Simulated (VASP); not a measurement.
# Si2C (P-3m1) in VASP: a series of runs

Si2C is run at these levels: r2SCAN; tasks: relaxation of cell and atoms, single point.

All numbers are computed with VASP 6.6.1; they aren't measurements. Logs are shortened: lines on timing, memory, paths and dates and some standing lists are left out, and cuts for length are marked.

## 1. The cell of the first run

Symmetry: P-3m1, No. 164, trigonal system. Conventional cell: a = 3.203 Å, b = 3.203 Å, c = 8.929 Å, α = 90.00°, β = 90.00°, γ = 120.00°. Within 2.2 Å of C (site symmetry 3m) lie 1 C at 1.62 Å and 3 Si at 1.96 Å. Within 3.0 Å of Si (site symmetry 3m) lie 4 Si at 2.27 to 2.35 Å. Within 2.6 Å of Si (site symmetry 3m) lie 3 C at 1.96 Å and 1 Si at 2.35 Å.

## 2. Relaxation of cell and atoms, r2SCAN

File POSCAR:

```
Si2C
1.0
    3.2033682858      0.0000000000      0.0000000000
   -1.6016841429      2.7741983132      0.0000000000
    0.0000000000      0.0000000000      8.9294215998
C Si
2 4
Direct
    0.0000000000      0.0000000000      0.9091231813
    0.0000000000      0.0000000000      0.0908768187
    0.6666666667      0.3333333333      0.5733926614
    0.3333333333      0.6666666667      0.1637209027
    0.6666666667      0.3333333333      0.8362790973
    0.3333333333      0.6666666667      0.4266073386
```

File INCAR.step1:

```
PREC     = Accurate       # precision mode
ENCUT    = 600            # plane-wave cutoff, eV
ISMEAR   = -1             # smearing method
SIGMA    = 0.02           # smearing width, eV
LREAL    = F              # projectors in reciprocal space
LASPH    = T              # aspherical terms in the spheres
NELM     = 60             # most SCF steps
GGA      = PE             # functional
ALGO     = Normal         # electronic algorithm
EDIFF    = 1E-4           # SCF threshold, eV
LWAVE    = T              # write WAVECAR
LCHARG   = F              # write CHGCAR
```

File INCAR.step2:

```
PREC     = Accurate       # precision mode
ENCUT    = 600            # plane-wave cutoff, eV
EDIFF    = 1E-7           # SCF threshold, eV
ISMEAR   = -1             # smearing method
SIGMA    = 0.02           # smearing width, eV
LREAL    = F              # projectors in reciprocal space
LASPH    = T              # aspherical terms in the spheres
NELM     = 60             # most SCF steps
ALGO     = Normal         # electronic algorithm
ISIF     = 3              # what is computed and relaxed
LWAVE    = F              # write WAVECAR
LCHARG   = F              # write CHGCAR
METAGGA  = R2SCAN         # meta-GGA
LMIXTAU  = T            
IBRION   = 2              # ionic algorithm
NSW      = 80             # ionic steps
EDIFFG   = -0.005         # ionic threshold
ISTART   = 1
```

File KPOINTS:

```
Automatic mesh
0
Gamma
  12 12 4
```

Potentials or basis: VASP PAW PBE potentials, release 64 (C, Si).

Launch:

```sh
> cat potpaw_PBE.64/C/POTCAR potpaw_PBE.64/Si/POTCAR > POTCAR
> cp INCAR.step1 INCAR
> mpirun -np 1 vasp_std > vasp.out
> cp INCAR.step2 INCAR
> mpirun -np 1 vasp_std > vasp.out
```

OUTCAR:

```text
PREC = Accurate
   ENCUT = 600
   EDIFF = 1E-7
   ISMEAR = -1
   LREAL = F
   LASPH = T
   NELM = 60
   ISIF = 3
   METAGGA = R2SCAN
   IBRION = 2
   NSW = 80
   EDIFFG = -0.005
   ISTART = 1

 ion  position               nearest neighbor table
   1  0.000  0.000  0.909-   2 1.62   5 1.96   5 1.96   5 1.96
   2  0.000  0.000  0.091-   1 1.62   4 1.96   4 1.96   4 1.96
   3  0.667  0.333  0.573-   6 2.27   6 2.27   6 2.27   5 2.35
   4  0.333  0.667  0.164-   2 1.96   2 1.96   2 1.96   6 2.35
   5  0.667  0.333  0.836-   1 1.96   1 1.96   1 1.96   3 2.35
   6  0.333  0.667  0.427-   3 2.27   3 2.27   3 2.27   4 2.35

  LATTYP: Found a hexagonal cell.
 ALAT       =     3.2033682858
 C/A-ratio  =     2.7875101465

  Lattice vectors:

 A1 = (   3.2033682858,   0.0000000000,   0.0000000000)
 A2 = (  -1.6016841429,   2.7741983132,   0.0000000000)
 A3 = (   0.0000000000,   0.0000000000,   8.9294215998)

Analysis of symmetry for initial positions (statically):
=====================================================================
 Subroutine PRICEL returns:
 Original cell was already a primitive cell.

 Routine SETGRP: Setting up the symmetry group for a
 hexagonal supercell.

 Subroutine GETGRP returns: Found 12 space group operations
 (whereof 12 operations were pure point group operations)
 out of a pool of 24 trial point group operations.

The static configuration has the point symmetry D_3d.

Analysis of symmetry for dynamics (positions and initial velocities):
=====================================================================
 Subroutine PRICEL returns:
 Original cell was already a primitive cell.

 Routine SETGRP: Setting up the symmetry group for a
 hexagonal supercell.

 Subroutine GETGRP returns: Found 12 space group operations
 (whereof 12 operations were pure point group operations)
 out of a pool of 24 trial point group operations.

The dynamic configuration has the point symmetry D_3d.

 Subroutine INISYM returns: Found 12 space group operations
 (whereof 12 operations are pure point group operations),
 and found     1 'primitive' translations

----------------------------------------------------------------------------------------

                                     Primitive cell

  volume of cell :      79.3538

  direct lattice vectors                    reciprocal lattice vectors
     3.203368286  0.000000000  0.000000000     0.312171412  0.180232249  0.000000000
    -1.601684143  2.774198313  0.000000000     0.000000000  0.360464497  0.000000000
     0.000000000  0.000000000  8.929421600     0.000000000  0.000000000  0.111989336

  length of vectors
     3.203368286  3.203368286  8.929421600     0.360464497  0.360464497  0.111989336

  position of ions in fractional coordinates (direct lattice)
     0.000000000  0.000000000  0.909123181
     0.000000000  0.000000000  0.090876819
     0.666666667  0.333333333  0.573392661
     0.333333333  0.666666667  0.163720903
     0.666666667  0.333333333  0.836279097
     0.333333333  0.666666667  0.426607339

  ion indices of the primitive-cell ions
   primitive index   ion index
                 1           1
                 2           2
                 3           3
                 4           4
                 5           5
                 6           6

----------------------------------------------------------------------------------------

 KPOINTS: Automatic mesh

Automatic generation of k-mesh.
 Grid dimensions read from file:
 generate k-points for:   12   12    4

 Generating k-lattice:

  Cartesian coordinates                     Fractional coordinates (reciprocal lattice)
     0.026014284  0.015019354  0.000000000     0.083333333  0.000000000  0.000000000
     0.000000000  0.030038708  0.000000000     0.000000000  0.083333333  0.000000000
     0.000000000  0.000000000  0.027997334     0.000000000  0.000000000  0.250000000

  Length of vectors
     0.030038708  0.030038708  0.027997334

  Shift w.r.t. Gamma in fractional coordinates (k-lattice)
     0.000000000  0.000000000  0.000000000

 Subroutine IBZKPT returns following result:
 ===========================================

 Found     69 irreducible k-points:

 Following reciprocal coordinates:
            Coordinates               Weight
  0.000000  0.000000  0.000000      1.000000
  0.083333  0.000000  0.000000      6.000000
  0.166667  0.000000  0.000000      6.000000
  0.250000  0.000000  0.000000      6.000000
  0.333333  0.000000  0.000000      6.000000
  0.416667  0.000000  0.000000      6.000000
[... 16 lines left out ...]
  0.166667  0.000000  0.250000      6.000000
  0.000000  0.166667  0.250000      6.000000
 [... further k-points ...]
   k-points           NKPTS =     69   k-points in BZ     NKDIM =     69   number of bands    NBANDS=     16
   number of dos      NEDOS =    301   number of ions     NIONS =      6
   total plane-waves  NPLWV =  56448
   dimension x,y,z NGX =    28 NGY =   28 NGZ =   72
[... 31 lines left out ...]
   IALGO  =     38    algorithm
   IMIX   =      4    mixing-type and parameters
     AMIX     =   0.40;   BMIX     =  1.00
     AMIX_MAG =   1.60;   BMIX_MAG =  1.00
  volume/ion in A,a.u.               =      13.23        89.25
  Fermi-wavevector in a.u.,A,eV,Ry     =   1.098895  2.076610 16.429976  1.207569
  Thomas-Fermi vector in A             =   2.235280
   LORBIT       =      0    0 simple, 1 ext, 2 COOP (PROOUT), +10 PAW based schemes
   METAGGA = R2SCAN    functional components
   LHFCALC =     F    Hartree Fock is set to
   AEXX    =    0.0000 exact exchange contribution
   IVDW    =     0    specifies the selected vdW correction
   LEPSILON=     F    determine dielectric tensor
   LRPA    =     F    only Hartree local field effects (RPA)
 conjugate gradient relaxation of ions
 non-spin polarized calculation
  energy-cutoff  :      600.00
  volume of cell :       79.35
 maximum number of plane-waves:      2678
 NGX is ok and might be reduce to    28
   NGX = 13   NGY = 13   NGZ = 35

--------------------------------------- Ionic step        1  -------------------------------------------

 number of electron      24.0000001 magnetization

 Free energy of the ion-electron system (eV)
  ---------------------------------------------------
  ext. energy  EPLUGINS =         0.00000000
  ---------------------------------------------------
  free energy    TOTEN  =       -52.86969683 eV

  energy without entropy =      -52.86823221  energy(sigma->0) =      -52.86896452

------------------------ aborting loop because EDIFF is reached ----------------------------------------

  FORCE on cell =-STRESS in cart. coord.  units (eV):
  Direction    XX          YY          ZZ          XY          YZ          ZX
  --------------------------------------------------------------------------------------
  -------------------------------------------------------------------------------------
  Total       -0.8884404     -0.8884404     -1.2925375      0.0000000      0.0000000     -0.0000000
  in kB      -17.9378834    -17.9378834    -26.0967261      0.0000000      0.0000000     -0.0000000
  external PRESSURE =     -20.6574976 kB  Pullay stress =       0.0000000 kB
[... 101 lines left out ...]
  FREE ENERGIE OF THE ION-ELECTRON SYSTEM (eV)
  ---------------------------------------------------
  free  energy   TOTEN  =       -52.8793756979 eV

  energy  without entropy=      -52.8775046056  energy(sigma->0) =      -52.87844015

[... ionic steps 4 to 12 ...]

--------------------------------------- Ionic step       13  -------------------------------------------

 number of electron      24.0000000 magnetization

------------------------ aborting loop because EDIFF is reached ----------------------------------------

  FORCE on cell =-STRESS in cart. coord.  units (eV):
  Direction    XX          YY          ZZ          XY          YZ          ZX
  --------------------------------------------------------------------------------------
  -------------------------------------------------------------------------------------
  Total       -0.0231532     -0.0231532     -0.0049984      0.0000000      0.0000000      0.0000000
  in kB       -0.4703611     -0.4703611     -0.1015444      0.0000000      0.0000000      0.0000000
  external PRESSURE =      -0.3474222 kB  Pullay stress =       0.0000000 kB
[... 65 lines left out ...]
  energy  without entropy=      -52.8819451261  energy(sigma->0) =      -52.88288539

--------------------------------------- Ionic step       15  -------------------------------------------

 number of electron      24.0000000 magnetization

 Free energy of the ion-electron system (eV)
  ---------------------------------------------------
  ext. energy  EPLUGINS =         0.00000000
  ---------------------------------------------------
  free energy    TOTEN  =       -52.88384292 eV

  energy without entropy =      -52.88195524  energy(sigma->0) =      -52.88289908

 E-fermi :   8.8152     XC(G=0): -11.2221

 val. band max:        8.7969725924   @ k =   0.4167   0.1667   0.2500
 cond. band min:       8.8308030752   @ k =   0.0000   0.3333   0.2500
 fundamental gap:      0.0338304829
 Fermi energy:         8.8151715995

 k-point     1 :       0.0000    0.0000    0.0000
  band No.  band energies     occupation
      1      -9.0462      2.00000
      2      -5.8047      2.00000
      3      -5.2246      2.00000
      4      -0.1387      2.00000
      5       0.5730      2.00000
      6       4.6701      2.00000
[... 8 lines left out ...]
     15      12.9764      0.00000
     16      13.2433      0.00000
[... 420 lines left out ...]
  band No.  band energies     occupation
      1      -8.6402      2.00000
      2      -5.5694      2.00000
      3      -4.3633      2.00000
      4      -0.7541      2.00000
      5       2.0233      2.00000
      6       2.9120      2.00000
[... 8 lines left out ...]
     15      12.2731      0.00000
     16      12.8263      0.00000

 [... further k-points ...]

------------------------ aborting loop because EDIFF is reached ----------------------------------------

  FORCE on cell =-STRESS in cart. coord.  units (eV):
  Direction    XX          YY          ZZ          XY          YZ          ZX
  --------------------------------------------------------------------------------------
  -------------------------------------------------------------------------------------
  Total        0.0063952      0.0063952      0.0160301      0.0000000      0.0000000      0.0000000
  in kB        0.1299501      0.1299501      0.3257307      0.0000000      0.0000000      0.0000000
  external PRESSURE =       0.1952103 kB  Pullay stress =       0.0000000 kB
[... 21 lines left out ...]
  FREE ENERGIE OF THE ION-ELECTRON SYSTEM (eV)
  ---------------------------------------------------
  free  energy   TOTEN  =       -52.8838429176 eV

  energy  without entropy=      -52.8819552430  energy(sigma->0) =      -52.88289908

 reached required accuracy - stopping structural energy minimisation
```

It took 28 min on 1 thread of Intel Xeon 6975P-C (Granite Rapids), shared host; peak memory 0.3 GiB.

What came out:

* Free energy: -52.8838 eV
* Relaxed volume: 13.14 Å³/atom
* Relaxed cell: a = 3.210 Å, b = 3.210 Å, c = 8.835 Å, α = 90.00°, β = 90.00°, γ = 120.00°
* Space group after relaxing (to 0.1 Å): P-3m1 (No. 164)
* Energy gained by relaxing: 2.4 meV/atom
* Ionic steps: 15
* Pressure after relaxing: 0.0 GPa
* Largest force after relaxing: 0.004 eV/Å
* Band gap on the k mesh: zero (bands 12 and 13 overlap by 2.61 eV)

Forces on the atoms (eV/Å):
```
C    0.000  0.000  0.004
C    0.000  0.000 -0.004
Si   0.000  0.000  0.001
Si   0.000  0.000  0.002
Si   0.000  0.000 -0.002
Si   0.000  0.000 -0.001
```

Step by step:
| step | energy change (eV) | largest force (eV/Å) | pressure (GPa) | volume (Å³) |
| --- | --- | --- | --- | --- |
| 1 | 0.0000 | 0.2384 | -2.07 | 79.35 |
| 2 | -0.0016 | 0.2390 | 2.42 | 77.41 |
| 3 | -0.0097 | 0.1149 | 0.21 | 78.33 |
| 4 | -0.0112 | 0.0746 | 0.13 | 78.36 |
| 5 | -0.0113 | 0.0882 | 0.11 | 78.37 |
| 6 | -0.0122 | 0.0671 | 0.10 | 78.48 |
| 7 | -0.0137 | 0.0594 | 0.04 | 78.81 |
| 8 | -0.0136 | 0.0475 | 0.06 | 78.75 |
| 9 | -0.0137 | 0.0541 | 0.05 | 78.78 |
| 10 | -0.0139 | 0.0632 | 0.00 | 78.90 |
| 11 | -0.0140 | 0.0467 | 0.02 | 78.86 |
| 12 | -0.0141 | 0.0205 | -0.02 | 78.86 |
| 13 | -0.0141 | 0.0161 | -0.03 | 78.87 |
| 14 | -0.0141 | 0.0161 | -0.03 | 78.87 |
| 15 | -0.0141 | 0.0044 | 0.02 | 78.85 |

Final structure:
```
C Si
1.0
     3.21011    0.00000    0.00000
    -1.60506    2.78004    0.00000
     0.00000    0.00000    8.83521
C Si
2 4
Direct
  0.00000 0.00000 0.90745
  0.00000 0.00000 0.09255
  0.66667 0.33333 0.57093
  0.33333 0.66667 0.16482
  0.66667 0.33333 0.83518
  0.33333 0.66667 0.42907
```

Levels at points of the mesh, in eV from the Fermi level:
| k point | band 8 | band 9 | band 10 | band 11 | band 12 | band 13 | band 14 | band 15 | band 16 |
| --- | --- | --- | --- | --- | --- | --- | --- | --- | --- |
| (0.00, 0.00, 0.00) | -2.64 | -1.44 | -1.44 | 0.93 | 1.51 | 1.74 | 1.74 | 4.16 | 4.43 |
| (0.50, 0.00, 0.00) | -5.75 | -4.60 | -4.31 | -3.08 | -1.15 | -0.89 | 0.59 | 2.57 | 2.86 |
| (0.00, 0.00, 0.50) | -4.14 | -1.44 | -1.44 | 1.51 | 1.72 | 1.72 | 2.40 | 4.13 | 4.25 |
| (0.50, 0.00, 0.50) | -5.74 | -5.71 | -3.13 | -3.10 | -1.03 | 0.25 | 0.84 | 1.09 | 2.27 |

Caveat: the PAW data sets were made with another functional, which shifts forces and pressure a little.

## 3. Single point, r2SCAN

This run uses another cell than the first one, of 13.16 Å³/atom.

File POSCAR:

```
Si2C
1.0
    3.2105661832      0.0000000000      0.0000000000
   -1.6052830916      2.7804318752      0.0000000000
    0.0000000000      0.0000000000      8.8452006502
C Si
2 4
Direct
    0.0000000000      0.0000000000      0.9076457663
    0.0000000000      0.0000000000      0.0923542337
    0.6666666667      0.3333333333      0.5710325407
    0.3333333333      0.6666666667      0.1646629653
    0.6666666667      0.3333333333      0.8353370347
    0.3333333333      0.6666666667      0.4289674593
```

File INCAR.step1:

```
SYSTEM = Si2C
PREC     = Accurate       ! precision mode
ENCUT    = 520            ! plane-wave cutoff, eV
ISMEAR   = -1             ! smearing method
SIGMA    = 0.02           ! smearing width, eV
LREAL    = .FALSE.        ! projectors in reciprocal space
LASPH    = .TRUE.         ! aspherical terms in the spheres
NELM     = 60             ! most SCF steps
NBANDS   = 21             ! bands
GGA      = PE             ! functional
ALGO     = Normal         ! electronic algorithm
EDIFF    = 1E-4           ! SCF threshold, eV
LWAVE    = .TRUE.         ! write WAVECAR
LCHARG   = .FALSE.        ! write CHGCAR
```

File INCAR.step2:

```
SYSTEM = Si2C
PREC     = Accurate       ! precision mode
ENCUT    = 520            ! plane-wave cutoff, eV
EDIFF    = 1E-7           ! SCF threshold, eV
ISMEAR   = -1             ! smearing method
SIGMA    = 0.02           ! smearing width, eV
LREAL    = .FALSE.        ! projectors in reciprocal space
LASPH    = .TRUE.         ! aspherical terms in the spheres
NELM     = 60             ! most SCF steps
ALGO     = Normal         ! electronic algorithm
ISIF     = 2              ! what is computed and relaxed
LWAVE    = .FALSE.        ! write WAVECAR
LCHARG   = .FALSE.        ! write CHGCAR
METAGGA  = R2SCAN         ! meta-GGA
LMIXTAU  = .TRUE.       
NBANDS   = 21             ! bands
ISTART   = 1
```

File KPOINTS:

```
regular mesh
0
G
  12 12 4
  0 0 0
```

Potentials or basis: VASP PAW PBE potentials, release 64 (C, Si).

Launch:

```sh
> cat potpaw_PBE.64/C/POTCAR potpaw_PBE.64/Si/POTCAR > POTCAR
> cp INCAR.step1 INCAR
> mpirun -np 1 vasp_std > vasp.out
> cp INCAR.step2 INCAR
> mpirun -np 1 vasp_std > vasp.out
```

It took 6.4 min on 1 thread of AMD EPYC 9R14 (Zen 4), shared host; peak memory 0.22 GiB.

Results (log left out):

* Free energy: -52.8806 eV
* Pressure: -0.2 GPa
* Largest force: 0.028 eV/Å
* Band gap on the k mesh: zero (bands 12 and 13 overlap by 2.63 eV)

Forces on the atoms (eV/Å):
```
C    0.000  0.000 -0.028
C    0.000  0.000  0.028
Si   0.000  0.000 -0.017
Si   0.000  0.000  0.021
Si   0.000  0.000 -0.021
Si   0.000  0.000  0.017
```

Stress tensor (GPa, compression positive):
```
-0.07  0.00  0.00
 0.00 -0.07  0.00
 0.00  0.00 -0.34
```

Levels at points of the mesh, in eV from the Fermi level:
| k point | band 9 | band 10 | band 11 | band 12 | band 13 | band 14 | band 15 | band 16 |
| --- | --- | --- | --- | --- | --- | --- | --- | --- |
| (0.00, 0.00, 0.00) | -1.43 | -1.43 | 0.91 | 1.51 | 1.76 | 1.76 | 4.17 | 4.44 |
| (0.50, 0.00, 0.00) | -4.60 | -4.31 | -3.07 | -1.13 | -0.90 | 0.59 | 2.58 | 2.85 |
| (0.00, 0.00, 0.50) | -1.43 | -1.43 | 1.51 | 1.73 | 1.73 | 2.38 | 4.13 | 4.25 |
| (0.50, 0.00, 0.50) | -5.71 | -3.12 | -3.10 | -1.02 | 0.25 | 0.84 | 1.09 | 2.28 |

Caveat: the PAW data sets were made with another functional, which shifts forces and pressure a little.

## 4. Single point, r2SCAN

This run uses another cell than the first one, of 13.16 Å³/atom.

POSCAR is that of step 3.

File INCAR.step1:

```
PREC = Accurate ; ENCUT = 520
ISMEAR = -1 ; SIGMA = 0.02
LREAL = False ; LASPH = True
NELM = 80 ; NBANDS = 21
GGA = PE ; ALGO = Normal
EDIFF = 1E-4 ; LWAVE = True
LCHARG = False
```

File INCAR.step2:

```
PREC = Accurate ; ENCUT = 520
EDIFF = 1E-6 ; ISMEAR = -1
SIGMA = 0.02 ; LREAL = False
LASPH = True ; NELM = 80
ALGO = Normal ; ISIF = 2
LWAVE = False ; LCHARG = True
METAGGA = R2SCAN ; LMIXTAU = True
LELF = True ; LVHAR = True
NBANDS = 21 ; ISTART = 1
```

File KPOINTS:

```
Automatic mesh
0
Gamma
  12 12 4
```

Launch:

```sh
> cat potpaw_PBE.64/C/POTCAR potpaw_PBE.64/Si/POTCAR > POTCAR
> cp INCAR.step1 INCAR
> mpirun -np 1 vasp_std > vasp.out
> cp INCAR.step2 INCAR
> mpirun -np 1 vasp_std > vasp.out
```

Wall time 5.1 min (1 thread of AMD EPYC 9R14 (Zen 4), shared host); peak memory 0.22 GiB.

It converged, with:

| Quantity | Value |
| --- | --- |
| Free energy | -52.8806 eV |
| Pressure | -0.2 GPa |
| Largest force | 0.028 eV/Å |
| Band gap on the k mesh | zero (bands 12 and 13 overlap by 2.63 eV) |

Forces on the atoms (eV/Å):
```
C    0.000  0.000 -0.028
C    0.000  0.000  0.028
Si   0.000  0.000 -0.017
Si   0.000  0.000  0.021
Si   0.000  0.000 -0.021
Si   0.000  0.000  0.017
```

Stress tensor (GPa, compression positive):
```
-0.07  0.00  0.00
 0.00 -0.07  0.00
 0.00  0.00 -0.34
```

Levels at points of the mesh, in eV from the Fermi level:
```tsv
k point	band 9	band 10	band 11	band 12	band 13	band 14	band 15	band 16
(0.00, 0.00, 0.00)	-1.43	-1.43	0.91	1.51	1.76	1.76	4.17	4.44
(0.50, 0.00, 0.00)	-4.60	-4.31	-3.07	-1.13	-0.90	0.59	2.58	2.85
(0.00, 0.00, 0.50)	-1.43	-1.43	1.51	1.73	1.73	2.38	4.13	4.25
(0.50, 0.00, 0.50)	-5.71	-3.12	-3.10	-1.02	0.25	0.84	1.09	2.28
```

Caveat: the PAW data sets were made with another functional, which shifts forces and pressure a little.
